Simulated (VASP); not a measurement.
# Sc (Fm-3m) in VASP: notebook

Runs on Sc. Level: PBEsol. Tasks: single point.

Program: VASP 6.6.1. These are calculated values, not measurements. Logs are shortened: lines on timing, memory, paths and dates and some standing lists are left out, and cuts for length are marked.

## 1. The cell of the first run

It takes space group Fm-3m (No. 225, cubic). Conventional cell: a = 4.364 Å, b = 4.364 Å, c = 4.364 Å, α = 90.00°, β = 90.00°, γ = 90.00°. Sc (site symmetry m-3m) has 12 Sc at 3.09 Å within 4.1 Å.

## 2. Single point, PBEsol

File INCAR:

```
ALGO = Normal
EDIFF = 1E-6
ENCUT = 520
GGA = PS
ISIF = 2
ISMEAR = -1
LASPH = True
LCHARG = True
LELF = True
LREAL = False
LVHAR = True
LWAVE = False
NBANDS = 12
NELM = 60
PREC = Accurate
SIGMA = 0.05
```

File KPOINTS:

```
k-points
0
Gamma
  9 9 9
```

File POSCAR:

```
Sc
1.0
    0.0000000000      2.1820060092      2.1820060092
    2.1820060092      0.0000000000      2.1820060092
    2.1820060092      2.1820060092      0.0000000000
Sc
1
Direct
    0.0000000000      0.0000000000      0.0000000000
```

Potentials or basis: VASP PAW PBE potentials, release 64 (Sc_sv).

On the command line:

```console
$ cat potpaw_PBE.64/Sc_sv/POTCAR > POTCAR
$ mpirun -np 1 vasp_std > vasp.out
```

OUTCAR:

```text
EDIFF = 1E-6
   ENCUT = 520
   GGA = PS
   ISIF = 2
   ISMEAR = -1
   LASPH = True
   LREAL = False
   NELM = 60
   PREC = Accurate

 ion  position               nearest neighbor table
   1  0.000  0.000  0.000-

  LATTYP: Found a face centered cubic cell.
 ALAT       =     4.3640120184

  Lattice vectors:

 A1 = (   0.0000000000,   2.1820060092,   2.1820060092)
 A2 = (   2.1820060092,   0.0000000000,   2.1820060092)
 A3 = (   2.1820060092,   2.1820060092,   0.0000000000)

Analysis of symmetry for initial positions (statically):
=====================================================================
 Subroutine PRICEL returns:
 Original cell was already a primitive cell.

 Routine SETGRP: Setting up the symmetry group for a
 face centered cubic supercell.

 Subroutine GETGRP returns: Found 48 space group operations
[... 9 lines left out ...]

 Routine SETGRP: Setting up the symmetry group for a
 face centered cubic supercell.

 Subroutine GETGRP returns: Found 48 space group operations
[... 11 lines left out ...]
                                     Primitive cell

  volume of cell :      20.7777

  direct lattice vectors                    reciprocal lattice vectors
     0.000000000  2.182006009  2.182006009    -0.229146940  0.229146940  0.229146940
     2.182006009  0.000000000  2.182006009     0.229146940 -0.229146940  0.229146940
     2.182006009  2.182006009  0.000000000     0.229146940  0.229146940 -0.229146940

  length of vectors
     3.085822491  3.085822491  3.085822491     0.396894142  0.396894142  0.396894142

  position of ions in fractional coordinates (direct lattice)
     0.000000000  0.000000000  0.000000000

  ion indices of the primitive-cell ions
   primitive index   ion index
                 1           1

----------------------------------------------------------------------------------------

 KPOINTS: k-points

Automatic generation of k-mesh.
 Grid dimensions read from file:
 generate k-points for:    9    9    9

 Generating k-lattice:

  Cartesian coordinates                     Fractional coordinates (reciprocal lattice)
    -0.025460771  0.025460771  0.025460771     0.111111111  0.000000000  0.000000000
     0.025460771 -0.025460771  0.025460771     0.000000000  0.111111111  0.000000000
     0.025460771  0.025460771 -0.025460771     0.000000000  0.000000000  0.111111111

  Length of vectors
     0.044099349  0.044099349  0.044099349

  Shift w.r.t. Gamma in fractional coordinates (k-lattice)
     0.000000000  0.000000000  0.000000000

 Subroutine IBZKPT returns following result:
 ===========================================

 Found     35 irreducible k-points:

 Following reciprocal coordinates:
            Coordinates               Weight
  0.000000  0.000000  0.000000      1.000000
  0.111111  0.000000  0.000000      8.000000
  0.222222  0.000000  0.000000      8.000000
  0.333333  0.000000  0.000000      8.000000
  0.444444  0.000000  0.000000      8.000000
  0.111111  0.111111  0.000000      6.000000
[... 16 lines left out ...]
 -0.333333  0.333333  0.000000     12.000000
  0.444444  0.444444  0.000000      6.000000
 [... further k-points ...]
   k-points           NKPTS =     35   k-points in BZ     NKDIM =     35   number of bands    NBANDS=     12
   number of dos      NEDOS =    301   number of ions     NIONS =      1
   total plane-waves  NPLWV =  13824
   dimension x,y,z NGX =    24 NGY =   24 NGZ =   24
   dimension x,y,z NGXF=    48 NGYF=   48 NGZF=   48
   ions per type =               1
   NGX,Y,Z   is equivalent  to a cutoff of  12.93, 12.93, 12.93 a.u.
   NGXF,Y,Z  is equivalent  to a cutoff of  25.86, 25.86, 25.86 a.u.
 SYSTEM =  unknown system
   PREC   = accura    normal or accurate (medium, high low for compatibility)
   ISTART =      0    job   : 0-new  1-cont  2-samecut
   ICHARG =      2    charge: 1-file 2-atom 10-const
   ISPIN  =      1    spin polarized calculation?
   LNONCOLLINEAR =      F non collinear calculations
   LSORBIT =      F    spin-orbit coupling
   LASPH  =      T    aspherical Exc in radial PAW
   ENCUT  =  520.0 eV  38.22 Ry    6.18 a.u.   5.74  5.74  5.74*2*pi/ulx,y,z
   NELM   =     60;   NELMIN=  2; NELMDL= -5     # of ELM steps
   EDIFF  = 0.1E-05   stopping-criterion for ELM
   LREAL  =      F    real-space projection
   EDIFFG = 0.1E-04   stopping-criterion for IOM
   NSW    =      0    number of steps for IOM
   IBRION =     -1    ionic relax: 0-MD 1-quasi-New 2-CG
   NFREE  =      0    steps in history (QN), initial steepest desc. (CG)
   ISIF   =      2    stress and relaxation
   ISYM   =      2    0-nonsym 1-usesym 2-fastsym
   POTIM  = 0.5000    time-step for ionic-motion
   TEBEG  =    0.0;   TEEND  =   0.0 temperature during run
   PSTRESS=    0.0 pullay stress
   NELECT =      11.0000    total number of electrons
   NUPDOWN=      -1.0000    fix difference up-down
   EMIN   =  10.00;   EMAX   =-10.00  energy-range for DOS
   EFERMI =   0.00;   METHOD = LEGACY
   ISMEAR =    -1;   SIGMA  =   0.05  broadening in eV -4-tet -1-fermi 0-gaus
   EFERMI_NEDOS =   21; number of points for ismear=-14 and -15
   IALGO  =     38    algorithm
   IMIX   =      4    mixing-type and parameters
     AMIX     =   0.40;   BMIX     =  1.00
     AMIX_MAG =   1.60;   BMIX_MAG =  1.00
  volume/ion in A,a.u.               =      20.78       140.21
  Fermi-wavevector in a.u.,A,eV,Ry     =   1.324361  2.502680 23.863702  1.753933
  Thomas-Fermi vector in A             =   2.453901
   LORBIT       =      0    0 simple, 1 ext, 2 COOP (PROOUT), +10 PAW based schemes
   GGA     = PS    functional components
   LHFCALC =     F    Hartree Fock is set to
   AEXX    =    0.0000 exact exchange contribution
   IVDW    =     0    specifies the selected vdW correction
   LEPSILON=     F    determine dielectric tensor
   LRPA    =     F    only Hartree local field effects (RPA)
 non-spin polarized calculation
  energy-cutoff  :      520.00
  volume of cell :       20.78
 maximum number of plane-waves:       571
   NGX = 11   NGY = 11   NGZ = 11

 number of electron      10.9999997 magnetization

 Free energy of the ion-electron system (eV)
  ---------------------------------------------------
  ext. energy  EPLUGINS =         0.00000000
  ---------------------------------------------------
  free energy    TOTEN  =        -6.50107757 eV

  energy without entropy =       -6.49028144  energy(sigma->0) =       -6.49567951

 E-fermi :   4.7179     XC(G=0): -10.7092

 val. band max:        4.6249774720   @ k =  -0.4444   0.2222   0.1111
 cond. band min:       4.7466570147   @ k =  -0.3333   0.4444   0.2222
 fundamental gap:      0.1216795427
 Fermi energy:         4.7178596081

 k-point     1 :       0.0000    0.0000    0.0000
  band No.  band energies     occupation
      1     -44.1015      2.00000
      2     -22.4677      2.00000
      3     -22.4677      2.00000
      4     -22.4677      2.00000
      5      -0.7875      2.00000
      6       6.4887      0.00000
      7       6.4887      0.00000
      8       6.4887      0.00000
      9       8.2208      0.00000
     10       8.2208      0.00000
     11      18.1794      0.00000
     12      22.2631      0.00000

 k-point     2 :       0.1111    0.0000    0.0000
  band No.  band energies     occupation
      1     -44.0871      2.00000
      2     -22.5544      2.00000
      3     -22.4783      2.00000
      4     -22.4783      2.00000
      5      -0.4237      2.00000
      6       6.2125      0.00000
      7       6.6214      0.00000
      8       6.6214      0.00000
      9       8.1276      0.00000
     10       8.1276      0.00000
     11      18.5746      0.00000
     12      20.2099      0.00000

 k-point     3 :       0.2222    0.0000    0.0000
  band No.  band energies     occupation
      1     -44.0503      2.00000
      2     -22.7690      2.00000
      3     -22.5049      2.00000
      4     -22.5049      2.00000
      5       0.5619      2.00000
      6       5.6344      0.00000
      7       6.7604      0.00000
      8       6.7604      0.00000
      9       8.1701      0.00000
     10       8.1701      0.00000
     11      17.3646      0.00000
     12      19.1343      0.00000

 k-point     4 :       0.3333    0.0000    0.0000
  band No.  band energies     occupation
      1     -44.0082      2.00000
      2     -23.0054      2.00000
      3     -22.5348      2.00000
      4     -22.5348      2.00000
      5       1.8033      2.00000
      6       5.2235      0.00008
      7       6.5698      0.00000
      8       6.5698      0.00000
      9       8.7227      0.00000
     10       8.7227      0.00000
     11      14.9959      0.00000
     12      18.3738      0.00000

 k-point     5 :       0.4444    0.0000    0.0000
  band No.  band energies     occupation
      1     -43.9805      2.00000
      2     -23.1559      2.00000
      3     -22.5543      2.00000
      4     -22.5543      2.00000
      5       2.6091      2.00000
      6       5.2866      0.00002
      7       6.3666      0.00000
      8       6.3666      0.00000
      9       9.2731      0.00000
     10       9.2731      0.00000
     11      13.3159      0.00000
     12      17.6172      0.00000
[... 228 lines left out ...]
      1     -43.9546      2.00000
      2     -23.0489      2.00000
      3     -22.7126      2.00000
      4     -22.6759      2.00000
      5       2.8555      2.00000
      6       4.1181      1.99999
      7       6.2622      0.00000
      8       8.5105      0.00000
      9       9.4414      0.00000
     10       9.4757      0.00000
     11      15.2563      0.00000
     12      16.5555      0.00000

 k-point    22 :      -0.4444    0.3333    0.0000
  band No.  band energies     occupation
      1     -43.9421      2.00000
      2     -23.0407      2.00000
      3     -22.8195      2.00000
      4     -22.6660      2.00000
      5       3.4528      2.00000
      6       4.1560      1.99997
      7       5.9394      0.00000
      8       8.1979      0.00000
      9       9.3806      0.00000
     10      11.2102      0.00000
     11      12.9452      0.00000
     12      15.4771      0.00000

 k-point    23 :      -0.3333    0.3333    0.0000
  band No.  band energies     occupation
      1     -43.9461      2.00000
      2     -22.9415      2.00000
      3     -22.9343      2.00000
      4     -22.6278      2.00000
      5       4.0583      2.00000
      6       4.2218      1.99990
      7       5.4287      0.00000
      8       7.7618      0.00000
      9       8.8761      0.00000
     10      11.3879      0.00000
     11      13.3282      0.00000
     12      14.8416      0.00000

 k-point    24 :       0.4444    0.4444    0.0000
  band No.  band energies     occupation
      1     -43.9413      2.00000
      2     -23.1084      2.00000
      3     -22.7066      2.00000
      4     -22.7066      2.00000
      5       2.7595      2.00000
      6       3.8388      2.00000
      7       7.0835      0.00000
      8       9.3145      0.00000
      9       9.4714      0.00000
     10       9.4714      0.00000
     11      15.5384      0.00000
     12      15.5384      0.00000

 [... further k-points ...]
[... 5 lines left out ...]
  --------------------------------------------------------------------------------------
  -------------------------------------------------------------------------------------
  Total        1.1064077      1.1064077      1.1064077      0.0000000      0.0000000      0.0000000
  in kB       85.3155002     85.3155002     85.3155002      0.0000000      0.0000000      0.0000000
  external PRESSURE =      85.3155002 kB  Pullay stress =       0.0000000 kB

 VOLUME and BASIS-vectors are now :
 -----------------------------------------------------------------------------
  energy-cutoff  :      520.00
  volume of cell :       20.78
      direct lattice vectors                 reciprocal lattice vectors
     0.000000000  2.182006009  2.182006009    -0.229146940  0.229146940  0.229146940
     2.182006009  0.000000000  2.182006009     0.229146940 -0.229146940  0.229146940
     2.182006009  2.182006009  0.000000000     0.229146940  0.229146940 -0.229146940

 POSITION                                       TOTAL-FORCE (eV/Angst)
 -----------------------------------------------------------------------------------
      0.00000      0.00000      0.00000         0.000000      0.000000      0.000000
 -----------------------------------------------------------------------------------
    total drift:                               -0.000000     -0.000000     -0.000000

  FREE ENERGIE OF THE ION-ELECTRON SYSTEM (eV)
  ---------------------------------------------------
  free  energy   TOTEN  =        -6.5010775707 eV

  energy  without entropy=       -6.4902814412  energy(sigma->0) =       -6.49567951
```

Run time: 14 s. Hardware: 1 thread of AMD EPYC 7R43 (Zen 3), shared host; peak memory 0.1 GiB.

What came out:

| Item | Value |
| --- | --- |
| Free energy | -6.5011 eV |
| Pressure | 8.5 GPa |

Caveat: the PAW data sets were made with another functional, which shifts forces and pressure a little.

## 3. Single point, PBEsol

This run uses another cell than the first one, of 21.35 Å³/atom, 1.028 times its volume.

File INCAR:

```
PREC = Accurate
ENCUT = 520
EDIFF = 1E-6
ISMEAR = -1
SIGMA = 0.05
LREAL = False
LASPH = True
NELM = 60
ALGO = Normal
ISIF = 2
LWAVE = False
LCHARG = True
GGA = PS
LELF = True
LVHAR = True
NBANDS = 12
```

File KPOINTS:

```
regular mesh
0
Gamma
  9 9 9
```

File POSCAR:

```
Sc
1.0
    0.0000000000      2.2020255312      2.2020255312
    2.2020255312      0.0000000000      2.2020255312
    2.2020255312      2.2020255312      0.0000000000
Sc
1
Direct
    0.0000000000      0.0000000000      0.0000000000
```

Potentials or basis: VASP PAW PBE potentials, release 64 (Sc_sv).

On the command line:

```console
$ cat potpaw_PBE.64/Sc_sv/POTCAR > POTCAR
$ mpirun -np 1 vasp_std > vasp.out
```

It took 14 s on 1 thread of AMD EPYC 7R43 (Zen 3), shared host; peak memory 0.1 GiB.

The run converged. Its results:

| Property | Result |
| --- | --- |
| Free energy | -6.5282 eV |
| Pressure | 6.4 GPa |

Levels at points of the mesh, in eV from the Fermi level:
| k point | band 3 | band 4 | band 5 | band 6 | band 7 | band 8 |
| --- | --- | --- | --- | --- | --- | --- |
| (0.00, 0.00, 0.00) | -27.28 | -27.28 | -5.47 | 1.74 | 1.74 | 1.74 |

Caveat: the PAW data sets were made with another functional, which shifts forces and pressure a little.
